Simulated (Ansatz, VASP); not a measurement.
**TiO2 in VASP and in Ansatz**

Contents of INCAR:

```
SYSTEM = TiO2
PREC = Accurate
ENCUT = 520
EDIFF = 1E-8
ISMEAR = -1
SIGMA = 0.02
LREAL = .False.
LASPH = .True.
NELM = 100
ALGO = Normal
ISIF = 2
LWAVE = .False.
LCHARG = .False.
GGA = PE
LEFG = .True.
NBANDS = 60
```

Contents of KPOINTS:

```
regular mesh
0
Gamma
  7 7 4
  0 0 0
```

POSCAR

```
TiO2
1.0
    6.1535771931     -1.8834685000      0.0000000000
    6.1535771931      1.8834685000      0.0000000000
   -1.9283261078      0.0000000000      6.3289668713
Ti O
4 8
Direct
    0.8047140000      0.8047140000      0.7162380000
    0.0999290000      0.0999290000      0.7103980000
    0.1952860000      0.1952860000      0.2837620000
    0.9000710000      0.9000710000      0.2896020000
    0.0583525000      0.0583525000      0.3699790000
    0.6380690000      0.6380690000      0.7066030000
    0.1328115000      0.1328115000      0.0047090000
    0.9416475000      0.9416475000      0.6300210000
    0.7365115000      0.7365115000      0.3475000000
    0.8671885000      0.8671885000      0.9952910000
    0.2634885000      0.2634885000      0.6525000000
    0.3619310000      0.3619310000      0.2933970000
```

Input for Ansatz:

```yaml
crystal:
  lattice:
    - [6.1535771931, -1.8834685, 0.0]
    - [6.1535771931, 1.8834685, 0.0]
    - [-1.9283261078, 0.0, 6.3289668713]
  atoms:
    - { symbol: Ti, position: [0.804714, 0.804714, 0.716238] }
    - { symbol: Ti, position: [0.099929, 0.099929, 0.710398] }
    - { symbol: Ti, position: [0.195286, 0.195286, 0.283762] }
    - { symbol: Ti, position: [0.900071, 0.900071, 0.289602] }
    - { symbol: O, position: [0.0583525, 0.0583525, 0.369979] }
    - { symbol: O, position: [0.638069, 0.638069, 0.706603] }
    - { symbol: O, position: [0.1328115, 0.1328115, 0.004709] }
    - { symbol: O, position: [0.9416475, 0.9416475, 0.630021] }
    - { symbol: O, position: [0.7365115, 0.7365115, 0.3475] }
    - { symbol: O, position: [0.8671885, 0.8671885, 0.995291] }
    - { symbol: O, position: [0.2634885, 0.2634885, 0.6525] }
    - { symbol: O, position: [0.361931, 0.361931, 0.293397] }
kpoints:
  mp_grid: { grid: [7, 7, 4] }
scf:
  occupations: { method: fermi_dirac, width: 0.02 }
hamiltonian:
  xc: pbe
  pseudopotentials: { kind: paw }
output:
  forces: true
  stress: true
  populations: true
  efg:
    quadrupole_moments_barn: { Ti: 0.247, O: -0.02558 }
    contact_densities: true
  write_density: true
  write_potential: true
  elf: true
  volumetric_format: npy
```

Alike in both runs: task electric field gradients; functional PBE; k mesh 7 × 7 × 4; occupations fermi-dirac, width 0.02 eV; no spin polarisation.

|  | VASP | Ansatz |
| --- | --- | --- |
| version | VASP 6.6.1 | Ansatz 0.2.0 |
| potentials or method | VASP PAW PBE potentials, release 64 (Ti_sv, O) | plane-wave PAW, scalar-relativistic |
| plane-wave cutoff (eV) | 520 | 420 |
| valence electrons in the cell | 96 | 96 |

|  | VASP | Ansatz | Ansatz less VASP |
| --- | --- | --- | --- |
| gap on the k mesh at the Fermi level (eV) | 2.71 | 2.74 | +0.022 |
| pressure (GPa) | -0.6 | -1.2 | -0.60 |
| traceless stress, the component that is largest in VASP (GPa) | -0.03 | -0.10 | -0.070 |
| rms of the force components (eV/Å) | 0.032 | 0.053 | +0.0215 |
| size of Vzz on the site where it differs most (V/Å²) | 8.3 | 11.4 | +3.12 |

Atom by atom the forces differ by 0.024 eV/Å (rms over components).
